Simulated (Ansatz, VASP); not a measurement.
**BN: VASP beside Ansatz**

INCAR

```
SYSTEM = BN
ALGO = Normal
EDIFF = 1E-7
ENCUT = 520
GGA = PS
ISIF = 2
ISMEAR = 0
LASPH = .TRUE.
LCHARG = .FALSE.
LREAL = .FALSE.
LWAVE = .FALSE.
NBANDS = 16
NELM = 80
PREC = Accurate
SIGMA = 0.05
```

KPOINTS

```
k-points
0
G
  12 12 4
  0 0 0
```

The input POSCAR:

```
BN
1.0
    2.5043488457      0.0000000000      0.0000000000
   -1.2521744229      2.1688297203      0.0000000000
    0.0000000000      0.0000000000      7.2296685444
B N
2 2
Direct
    0.3333333333      0.6666666667      0.2500000000
    0.6666666667      0.3333333333      0.7500000000
    0.3333333333      0.6666666667      0.7500000000
    0.6666666667      0.3333333333      0.2500000000
```

Input for Ansatz:

```yaml
crystal:
  lattice:
    - [2.5043488457, 0.0, 0.0]
    - [-1.2521744229, 2.1688297203, 0.0]
    - [0.0, 0.0, 7.2296685444]
  atoms:
    - { symbol: B, position: [0.3333333333, 0.6666666667, 0.25] }
    - { symbol: B, position: [0.6666666667, 0.3333333333, 0.75] }
    - { symbol: "N", position: [0.3333333333, 0.6666666667, 0.75] }
    - { symbol: "N", position: [0.6666666667, 0.3333333333, 0.25] }
basis:
  ecutwfc: 420
kpoints:
  mp_grid: { grid: [12, 12, 4] }
hamiltonian:
  xc: pbesol
scf:
  occupations: { method: gaussian, width: 0.05 }
output:
  forces: true
  stress: true
  eigenvalues: true
```

Change from the starting cell: strain +0.0300 x Voigt [0, 0, 1, 0, 0, 0], atoms carried along.

Alike in both runs: task single point; functional PBEsol; k mesh 12 × 12 × 4; occupations gaussian, width 0.05 eV; no spin polarisation.

|  | VASP | Ansatz |
| --- | --- | --- |
| version | VASP 6.6.1 | Ansatz 0.2.0 |
| potentials or method | VASP PAW PBE potentials, release 64 (B, N), cutoff 520 eV | scalar-relativistic, plane waves, PAW |
| valence electrons in the cell | 16 | 16 |

```tsv
	VASP	Ansatz	Ansatz less VASP
gap on the k mesh at the Fermi level (eV)	4.31	4.32	+0.010
least direct gap on the mesh (eV)	4.60	4.61	+0.007
pressure (GPa)	0.2	-0.1	-0.27
traceless stress, the component that is largest in VASP (GPa)	-0.51	-0.09	+0.421
```

VASP's potentials were made for PBE, not for PBEsol. With one functional, cell and mesh, what is left measures potentials, basis and numerics.
